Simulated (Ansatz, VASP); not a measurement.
One calculation of AlN, two programs

```
Al N
1.0
     3.10811    0.00000    0.00000
    -1.55405    2.69170    0.00000
     0.00000    0.00000    4.97697
Al N
2 2
Direct
  0.66667 0.33333 0.00000
  0.33334 0.66667 0.50000
  0.66667 0.33333 0.38200
  0.33334 0.66667 0.88200
```

Alike in both runs: task single point; functional r2SCAN; k mesh 9 × 9 × 5; no spin polarisation.

```csv
,VASP,Ansatz
version,VASP 6.6.1,Ansatz 0.2.0
potentials or method,"VASP PAW PBE potentials, release 64 (Al, N), cutoff 520 eV",PAW plane waves
occupations,"fermi-dirac, width 0.1 eV",fermi-dirac
valence electrons in the cell,16,16
```

|  | VASP | Ansatz | Ansatz less VASP |
| --- | --- | --- | --- |
| gap on the k mesh at the Fermi level (eV) | 4.91 | 4.87 | -0.041 |
| pressure (GPa) | -0.5 | -0.1 | +0.39 |
| traceless stress, the component that is largest in VASP (GPa) | 0.06 | 0.04 | -0.013 |
| rms of the force components (eV/Å) | 0.009 | 0.010 | +0.0008 |

VASP's potentials were made for PBE, not for r2SCAN. Atom by atom the forces differ by 0.001 eV/Å (rms over components). Ansatz's warnings: structure snapped to symmetry.
